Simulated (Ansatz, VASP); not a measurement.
# One calculation of Fe, two programs

```
CELL_PARAMETERS angstrom
2.52632 0.00000 0.00000
-1.26316 2.18786 0.00000
0.00000 0.00000 8.67124
ATOMIC_POSITIONS crystal
Fe 0.00000 0.00000 0.00000
Fe 0.00000 0.00000 0.50000
Fe 0.33333 0.66667 0.25000
Fe 0.66667 0.33333 0.75000
```

Alike in both runs: task single point; functional PBE; k mesh 19 × 19 × 5; occupations fermi-dirac, width 0.05 eV; collinear spin.

```csv
,VASP,Ansatz
version,VASP 6.6.1,Ansatz 0.2.0
potentials or method,"VASP PAW PBE potentials, release 64 (Fe), cutoff 520 eV","plane waves (420 eV) with PAW, scalar-relativistic"
valence electrons in the cell,32,64
```

```tsv
	VASP	Ansatz	Ansatz less VASP
net moment per atom (μB)	2.56	2.56	-0.001
size of the moment on the site where the two differ most (μB)	2.55	2.58	+0.037
```

Site moments also hang on the region over which each program counts them. VASP's potentials hold 32 valence electrons a cell and Ansatz's 64, so a difference there can come from the potentials and not from the codes.
